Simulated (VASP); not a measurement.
# Pt (P6_3/mmc) in VASP: notebook, part 2 of 2

VASP 6.6.1.

## 5. Single point, RPBE

This run uses another cell than the first one, of 15.99 Å³/atom, 1.136 times its volume.

Input file INCAR:

```
SYSTEM = Pt
ALGO = Normal
EDIFF = 1E-7
ENCUT = 520
GGA = RP
ISIF = 2
ISMEAR = -1
LASPH = .TRUE.
LCHARG = .FALSE.
LREAL = .FALSE.
LWAVE = .FALSE.
NBANDS = 28
NELM = 100
PREC = Accurate
SIGMA = 0.1
```

Input file KPOINTS:

```
k-points
0
G
  14 14 4
  0 0 0
```

Input file POSCAR:

```
Pt
1.0
    2.8065475262      0.0000000000      0.0000000000
   -1.4032737631      2.4305414546      0.0000000000
    0.0000000000      0.0000000000      9.3761063935
Pt
4
Direct
    1.0000000000      1.0000000000      0.0000000000
    1.0000000000      0.0000000000      0.5000000000
    0.3333333333      0.6666666667      0.2500000000
    0.6666666667      0.3333333333      0.7500000000
```

Potentials or basis: VASP PAW PBE potentials, release 64 (Pt).

Launch:

```sh
$ cat potpaw_PBE.64/Pt/POTCAR > POTCAR
$ mpirun -np 1 vasp_std > vasp.out
```

OUTCAR:

```text
SYSTEM = Pt
   EDIFF = 1E-7
   ENCUT = 520
   GGA = RP
   ISIF = 2
   ISMEAR = -1
   LASPH = .TRUE.
   LREAL = .FALSE.
   NELM = 100
   PREC = Accurate

 ion  position               nearest neighbor table
   1  0.000  0.000  0.000-   3 2.85   4 2.85   3 2.85   4 2.85   4 2.85   3 2.85
   2  0.000  0.000  0.500-   3 2.85   4 2.85   3 2.85   4 2.85   4 2.85   3 2.85
   3  0.333  0.667  0.250-   1 2.85   2 2.85   1 2.85   2 2.85   1 2.85   2 2.85
   4  0.667  0.333  0.750-   1 2.85   2 2.85   1 2.85   2 2.85   1 2.85   2 2.85

  LATTYP: Found a hexagonal cell.
 ALAT       =     2.8065475262
 C/A-ratio  =     3.3407972984

  Lattice vectors:

 A1 = (   2.8065475262,   0.0000000000,   0.0000000000)
 A2 = (  -1.4032737631,   2.4305414546,   0.0000000000)
 A3 = (   0.0000000000,   0.0000000000,   9.3761063935)

Analysis of symmetry for initial positions (statically):
=====================================================================
 Subroutine PRICEL returns:
 Original cell was already a primitive cell.

 Routine SETGRP: Setting up the symmetry group for a
 hexagonal supercell.

 Subroutine GETGRP returns: Found 24 space group operations
 (whereof 12 operations were pure point group operations)
 out of a pool of 24 trial point group operations.

The static configuration has the point symmetry D_3d.
 The point group associated with its full space group is D_6h.

Analysis of symmetry for dynamics (positions and initial velocities):
=====================================================================
 Subroutine PRICEL returns:
 Original cell was already a primitive cell.

 Routine SETGRP: Setting up the symmetry group for a
 hexagonal supercell.

 Subroutine GETGRP returns: Found 24 space group operations
 (whereof 12 operations were pure point group operations)
 out of a pool of 24 trial point group operations.

The dynamic configuration has the point symmetry D_3d.
[... 116 lines left out ...]
   NUPDOWN=      -1.0000    fix difference up-down
   EMIN   =  10.00;   EMAX   =-10.00  energy-range for DOS
   EFERMI =   0.00;   METHOD = LEGACY
   ISMEAR =    -1;   SIGMA  =   0.10  broadening in eV -4-tet -1-fermi 0-gaus
   EFERMI_NEDOS =   21; number of points for ismear=-14 and -15
   IALGO  =     38    algorithm
   IMIX   =      4    mixing-type and parameters
     AMIX     =   0.40;   BMIX     =  1.00
     AMIX_MAG =   1.60;   BMIX_MAG =  1.00
  volume/ion in A,a.u.               =      15.99       107.90
  Fermi-wavevector in a.u.,A,eV,Ry     =   1.400003  2.645621 26.667518  1.960007
  Thomas-Fermi vector in A             =   2.523006
   LORBIT       =      0    0 simple, 1 ext, 2 COOP (PROOUT), +10 PAW based schemes
   GGA     = RP    functional components
   LHFCALC =     F    Hartree Fock is set to
   AEXX    =    0.0000 exact exchange contribution
   IVDW    =     0    specifies the selected vdW correction
   LEPSILON=     F    determine dielectric tensor
   LRPA    =     F    only Hartree local field effects (RPA)
 non-spin polarized calculation
  energy-cutoff  :      520.00
  volume of cell :       63.96
 maximum number of plane-waves:      1740
 NGX is ok and might be reduce to    24
   NGX = 11   NGY = 11   NGZ = 35

 number of electron      39.9999995 magnetization

 Free energy of the ion-electron system (eV)
  ---------------------------------------------------
  ext. energy  EPLUGINS =         0.00000000
  ---------------------------------------------------
  free energy    TOTEN  =       -21.85009382 eV

  energy without entropy =      -21.61174801  energy(sigma->0) =      -21.73092092

 E-fermi :  10.2640     XC(G=0): -13.0792

 val. band max:       10.2638704361   @ k =   0.4286   0.1429   0.0000
 cond. band min:      10.2645452158   @ k =   0.2857   0.0000   0.0000
 fundamental gap:      0.0006747797
 Fermi energy:        10.2639942686

 k-point     1 :       0.0000    0.0000    0.0000
  band No.  band energies     occupation
      1       0.7185      2.00000
      2       2.5815      2.00000
      3       2.5895      2.00000
      4       3.4760      2.00000
      5       6.4484      2.00000
      6       6.4980      2.00000
[... 733 lines left out ...]
     27      17.8701      0.00000
     28      18.7981      0.00000

 [... further k-points ...]
[... 5 lines left out ...]
  --------------------------------------------------------------------------------------
  -------------------------------------------------------------------------------------
  Total       -0.2184931     -0.2184931     -0.2358940      0.0000000      0.0000000      0.0000000
  in kB       -5.4733137     -5.4733137     -5.9092123      0.0000000      0.0000000      0.0000000
  external PRESSURE =      -5.6186132 kB  Pullay stress =       0.0000000 kB

 VOLUME and BASIS-vectors are now :
 -----------------------------------------------------------------------------
  energy-cutoff  :      520.00
  volume of cell :       63.96
      direct lattice vectors                 reciprocal lattice vectors
     2.806547526  0.000000000  0.000000000     0.356309662  0.205715479  0.000000000
    -1.403273763  2.430541455  0.000000000     0.000000000  0.411430958  0.000000000
     0.000000000  0.000000000  9.376106394     0.000000000  0.000000000  0.106654080

 POSITION                                       TOTAL-FORCE (eV/Angst)
 -----------------------------------------------------------------------------------
      0.00000      0.00000      0.00000         0.000000      0.000000      0.000000
      0.00000      0.00000      4.68805         0.000000      0.000000      0.000000
     -0.00000      1.62036      2.34403         0.000000     -0.000000      0.000000
      1.40327      0.81018      7.03208        -0.000000      0.000000      0.000000
 -----------------------------------------------------------------------------------
    total drift:                               -0.000000      0.000000      0.000000

  FREE ENERGIE OF THE ION-ELECTRON SYSTEM (eV)
  ---------------------------------------------------
  free  energy   TOTEN  =       -21.8500938204 eV

  energy  without entropy=      -21.6117480137  energy(sigma->0) =      -21.73092092
```

OSZICAR:

```text
N       E                     dE             d eps       ncg     rms          rms(c)
DAV:   1     0.244181291627E+03    0.24418E+03   -0.20328E+04  4048   0.136E+03
DAV:   2    -0.158361630102E+02   -0.26002E+03   -0.24806E+03  4452   0.303E+02
DAV:   3    -0.231054475597E+02   -0.72693E+01   -0.70762E+01  4596   0.482E+01
DAV:   4    -0.231706866246E+02   -0.65239E-01   -0.65141E-01  4384   0.469E+00
DAV:   5    -0.231713518887E+02   -0.66526E-03   -0.66524E-03  4452   0.519E-01    0.216E+01
DAV:   6    -0.219759300964E+02    0.11954E+01   -0.23873E+00  4320   0.107E+01    0.118E+01
DAV:   7    -0.219041581265E+02    0.71772E-01   -0.82069E-01  4456   0.592E+00    0.418E+00
DAV:   8    -0.219789063155E+02   -0.74748E-01   -0.15493E+00  4248   0.789E+00    0.427E+00
DAV:   9    -0.218504637093E+02    0.12844E+00   -0.49296E-01  4220   0.491E+00    0.910E-01
DAV:  10    -0.218501256757E+02    0.33803E-03   -0.85769E-03  4356   0.592E-01    0.221E-01
DAV:  11    -0.218500855400E+02    0.40136E-04   -0.15159E-04  4388   0.850E-02    0.111E-01
DAV:  12    -0.218500937191E+02   -0.81791E-05   -0.32401E-05  4476   0.391E-02    0.929E-03
DAV:  13    -0.218500931482E+02    0.57089E-06   -0.39736E-06  4372   0.135E-02    0.107E-02
DAV:  14    -0.218500939776E+02   -0.82938E-06   -0.56335E-07  4276   0.473E-03    0.184E-03
DAV:  15    -0.218500938114E+02    0.16616E-06   -0.10123E-08  2304   0.660E-04    0.801E-04
DAV:  16    -0.218500938204E+02   -0.89653E-08   -0.37872E-09  2224   0.442E-04
   1 F= -.21850094E+02 E0= -.21730921E+02  d E =-.238346E+00
```

Wall time 1.8 min (1 thread of Intel Xeon Platinum 8488C (Sapphire Rapids), shared host); peak memory 0.24 GiB.

Results:

```yaml
Free_energy: -21.8501 eV
Pressure: -0.6 GPa
Band_gap_on_the_k_mesh: zero (band 20 reaches 10.61 eV, above the bottom of band 21 at 9.37 eV)
```

Caveat: the PAW data sets were made with another functional, which shifts forces and pressure a little; spin-orbit coupling is left out, which moves the levels of the heavy elements.

## 6. Single point, RPBE (volume scaled by 1.04)

Input file INCAR:

```
PREC     = Accurate       # precision mode
ENCUT    = 520            # plane-wave cutoff, eV
EDIFF    = 1E-6           # SCF threshold, eV
ISMEAR   = -1             # smearing method
SIGMA    = 0.1            # smearing width, eV
LREAL    = False          # projectors in reciprocal space
LASPH    = True           # aspherical terms in the spheres
NELM     = 100            # most SCF steps
ALGO     = Normal         # electronic algorithm
ISIF     = 2              # what is computed and relaxed
LWAVE    = False          # write WAVECAR
LCHARG   = False          # write CHGCAR
GGA      = RP             # functional
NBANDS   = 28             # bands
```

Input file KPOINTS:

```
Automatic mesh
0
Gamma
  14 14 4
```

Input file POSCAR:

```
Pt
1.0
    2.8434800185      0.0000000000      0.0000000000
   -1.4217400092      2.4625259312      0.0000000000
    0.0000000000      0.0000000000      9.4994903638
Pt
4
Direct
    1.0000000000      1.0000000000      0.0000000000
    1.0000000000      0.0000000000      0.5000000000
    0.3333333333      0.6666666667      0.2500000000
    0.6666666667      0.3333333333      0.7500000000
```

Potentials or basis: VASP PAW PBE potentials, release 64 (Pt).

Launch:

```sh
$ cat potpaw_PBE.64/Pt/POTCAR > POTCAR
$ mpirun -np 1 vasp_std > vasp.out
```

It took 90 s on 1 thread of Intel Xeon Platinum 8488C (Sapphire Rapids), shared host; peak memory 0.25 GiB.

The run converged. Its results:

| Item | Value |
| --- | --- |
| Free energy | -21.7779 eV |
| Pressure | -8.4 GPa |
| Band gap on the k mesh | zero (band 20 reaches 9.89 eV, above the bottom of band 21 at 8.73 eV) |

Stress tensor (GPa, compression positive):
```
-8.48  0.00  0.00
 0.00 -8.48  0.00
 0.00  0.00 -8.16
```

Levels at points of the mesh, in eV from the Fermi level:
| k point | band 17 | band 18 | band 19 | band 20 | band 21 | band 22 | band 23 | band 24 |
| --- | --- | --- | --- | --- | --- | --- | --- | --- |
| (0.00, 0.00, 0.00) | -1.69 | -1.16 | -1.16 | -0.79 | -0.79 | -0.22 | -0.12 | -0.12 |
| (0.50, 0.00, 0.00) | 0.19 | 0.28 | 0.29 | 0.32 | 0.45 | 1.24 | 2.89 | 3.15 |
| (0.00, 0.00, 0.50) | -1.45 | -1.45 | -1.45 | -1.45 | -0.40 | -0.40 | -0.40 | -0.40 |
| (0.50, 0.00, 0.50) | 0.13 | 0.13 | 0.30 | 0.30 | 1.88 | 1.88 | 2.85 | 2.85 |

Caveat: the cell differs from its parent crystal (volume scaled by 1.04); the PAW data sets were made with another functional, which shifts forces and pressure a little; spin-orbit coupling is left out, which moves the levels of the heavy elements.

## 7. Overview

```csv
cell,gap on the mesh (eV),pressure (GPa)
"a = 2.689, b = 2.689, c = 8.985 Å, angles 90.0, 90.0, 120.0°, 4 atoms",none,40.2
"a = 2.730, b = 2.730, c = 9.119 Å, angles 90.0, 90.0, 120.0°, 4 atoms",none,22.9
"a = 2.769, b = 2.769, c = 9.249 Å, angles 90.0, 90.0, 120.0°, 4 atoms",none,9.7
"a = 2.807, b = 2.807, c = 9.376 Å, angles 90.0, 90.0, 120.0°, 4 atoms",none,-0.6
"a = 2.843, b = 2.843, c = 9.499 Å, angles 90.0, 90.0, 120.0°, 4 atoms",none,-8.4
```

Alike in all rows: task single point; level RPBE; potentials or basis VASP PAW PBE potentials, release 64 (Pt); no spin polarisation; k mesh 14 × 14 × 4; cutoff (eV) 520; smearing fermi-dirac 0.1 eV.

Caveats: the PAW data sets were made with another functional, which shifts forces and pressure a little; spin-orbit coupling is left out, which moves the levels of the heavy elements.

Absolute energies hang on the potentials; compare differences alone.
